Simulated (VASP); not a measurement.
Crystal: InP.

```
In P
1.0
     0.00000    2.98798    2.98798
     2.98798    0.00000    2.98798
     2.98798    2.98798    0.00000
In P
1 1
Direct
  0.00000 0.00000 0.00000
  0.75000 0.75000 0.75000
```

Base run:

| Property | Result |
| --- | --- |
| Program | VASP 6.6.1 |
| Functional | PBE exchange alone |
| Potentials or basis | VASP PAW PBE potentials, release 64 (In_d, P) |
| Cutoff | 520 eV |
| k mesh | 8 × 8 × 8 |
| Occupations | fermi-dirac, width 0.05 eV |
| Spin | no spin polarisation |

Its results: band gap on the k mesh 0.35 eV, direct; pressure 7.6 GPa.

The run is repeated on the same cell with these changes: functional from PBE exchange alone to revPBE. What comes out?

Band gap on the k mesh 0.49 eV, direct; pressure 0.7 GPa.

Caveats: spin-orbit coupling is left out, which moves the levels of the heavy elements; the PAW data sets were made with another functional, which shifts forces and pressure a little (some runs).

